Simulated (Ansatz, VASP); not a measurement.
**ScAlN2: VASP beside Ansatz**

POSCAR

```
ScAlN2
1.0
    3.1043219107      0.0000000000      0.0000000000
    0.0000000000      3.1043219107      0.0000000000
    0.0000000000      0.0000000000      4.4036881841
Sc N Al
1 2 1
Direct
    0.0000000000      0.0000000000      0.0000000000
    0.0000000000      0.0000000000      0.5000000000
    0.5000000000      0.5000000000      0.0000000000
    0.5000000000      0.5000000000      0.5000000000
```

Contents of INCAR.step1:

```
PREC     = Accurate       # precision mode
ENCUT    = 520            # plane-wave cutoff, eV
ISMEAR   = 0              # smearing method
SIGMA    = 0.01           # smearing width, eV
LREAL    = False          # projectors in reciprocal space
LASPH    = True           # aspherical terms in the spheres
NELM     = 60             # most SCF steps
NBANDS   = 20             # bands
GGA      = PE             # functional
ALGO     = Normal         # electronic algorithm
EDIFF    = 1E-4           # SCF threshold, eV
LWAVE    = True           # write WAVECAR
LCHARG   = False          # write CHGCAR
```

INCAR.step2

```
PREC     = Accurate       # precision mode
ENCUT    = 520            # plane-wave cutoff, eV
EDIFF    = 1E-6           # SCF threshold, eV
ISMEAR   = 0              # smearing method
SIGMA    = 0.01           # smearing width, eV
LREAL    = False          # projectors in reciprocal space
LASPH    = True           # aspherical terms in the spheres
NELM     = 60             # most SCF steps
ALGO     = Normal         # electronic algorithm
ISIF     = 2              # what is computed and relaxed
LWAVE    = False          # write WAVECAR
LCHARG   = True           # write CHGCAR
METAGGA  = R2SCAN         # meta-GGA
LMIXTAU  = True         
LELF     = True           # ELF
LVHAR    = True         
NBANDS   = 20             # bands
ISTART   = 1
```

File KPOINTS:

```
regular mesh
0
Gamma
  8 8 6
```

Input for Ansatz:

```yaml
crystal:
  lattice:
    - [3.1043219107, 0.0, 0.0]
    - [0.0, 3.1043219107, 0.0]
    - [0.0, 0.0, 4.4036881841]
  atoms:
    - { symbol: Sc, position: [0.0, 0.0, 0.0] }
    - { symbol: "N", position: [0.0, 0.0, 0.5] }
    - { symbol: Al, position: [0.5, 0.5, 0.5] }
    - { symbol: "N", position: [0.5, 0.5, 0.0] }
kpoints:
  mp_grid: { grid: [8, 8, 6] }
hamiltonian:
  xc: r2scan
scf:
  occupations: { method: fixed }
  n_extra_bands: 5
output:
  forces: true
  stress: true
  eigenvalues: true
```

Alike in both runs: task single point; functional r2SCAN; k mesh 8 × 8 × 6; no spin polarisation.

|  | VASP | Ansatz |
| --- | --- | --- |
| version | VASP 6.6.1 | Ansatz 0.2.0 |
| potentials or method | VASP PAW PBE potentials, release 64 (Sc_sv, N, Al) | plane waves, PAW |
| plane-wave cutoff (eV) | 520 | 500 |
| occupations | gaussian, width 0.01 eV | fixed |
| valence electrons in the cell | 24 | 24 |

```csv
,VASP,Ansatz,Ansatz less VASP
gap on the k mesh at the Fermi level (eV),1.23,1.23,-0.002
pressure (GPa),-11.2,-12.0,-0.84
```

VASP's potentials were made for PBE, not for r2SCAN.
